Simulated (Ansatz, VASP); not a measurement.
## InSb: VASP beside Ansatz

```
CELL_PARAMETERS angstrom
3.31661 3.31661 0.00000
-3.31661 3.31661 0.00000
0.00000 0.00000 6.63322
ATOMIC_POSITIONS crystal
In 0.00000 0.00000 0.00000
In 0.50000 0.50000 0.50000
Sb 0.50000 0.00000 0.75000
Sb 0.00000 0.50000 0.25000
```

Alike in both runs: task single point; functional PBE; k mesh 12 × 12 × 8; occupations gaussian, width 0.1 eV; no spin polarisation.

|  | VASP | Ansatz |
| --- | --- | --- |
| version | VASP 6.6.1 | Ansatz 0.2.0 |
| potentials or method | VASP PAW PBE potentials, release 64 (In_d, Sb), cutoff 520 eV | scalar-relativistic, plane waves, PAW |
| valence electrons in the cell | 36 | 56 |

|  | VASP | Ansatz | Ansatz less VASP |
| --- | --- | --- | --- |
| gap on the k mesh at the Fermi level (eV) | none | none | - |
| pressure (GPa) | 0.0 | 0.0 | +0.02 |

A gap of «none» marks a metal or a gap that the smearing closes. The functional is the same, so the differences come from potentials, cutoffs and numerics. VASP's potentials hold 36 valence electrons a cell and Ansatz's 56, so a difference there can come from the potentials and not from the codes.

Neither program's run includes spin-orbit coupling.
